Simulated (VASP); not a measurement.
## Rh: single point with PBE+D3(BJ)

The system is Rh.

```
Rh
1.0
     2.68397    0.00000    0.00000
     1.34198    2.32438    0.00000
     1.34198    0.77479    2.19145
Rh
1
Direct
  0.00000 0.00000 0.00000
```

| Property | Result |
| --- | --- |
| Program | VASP 6.6.1 |
| Task | single point |
| Functional | PBE |
| Dispersion | D3(BJ) |
| Potentials or basis | VASP PAW PBE potentials, release 64 (Rh_pv) |
| Cutoff | 520 eV |
| k mesh | 12 × 12 × 12 |
| Occupations | tetrahedron |
| Spin | no spin polarisation |

The pressure is -0.5 GPa. The dispersion energy per atom is -0.651 eV.

Levels at points of the mesh, in eV from the Fermi level:
```
           k point  band 3  band 4  band 5  band 6  band 7  band 8  band 9  band 10  band 11  band 12
(0.00, 0.00, 0.00)  -46.38   -7.97   -3.08   -3.08   -3.08   -0.98   -0.98    16.03    20.51    21.52
(0.50, 0.00, 0.00)  -46.48   -6.14   -3.16   -3.16    0.59    0.59    0.76     8.73    15.54    20.51
(0.50, 0.50, 0.00)  -46.65   -6.34   -5.97    0.56    1.02    1.02    3.31    12.37    13.39    13.39
```

Wall time 11 s on 1 thread of Intel(R) Xeon(R) Platinum 8124M CPU @ 3.00GHz (Skylake/Cascade Lake), on a shared host, peak memory 0.14 GiB.

Caveat: pairwise dispersion overbinds metals, which lowers pressure and volume; tetrahedron occupations give inexact forces and stress in metals.
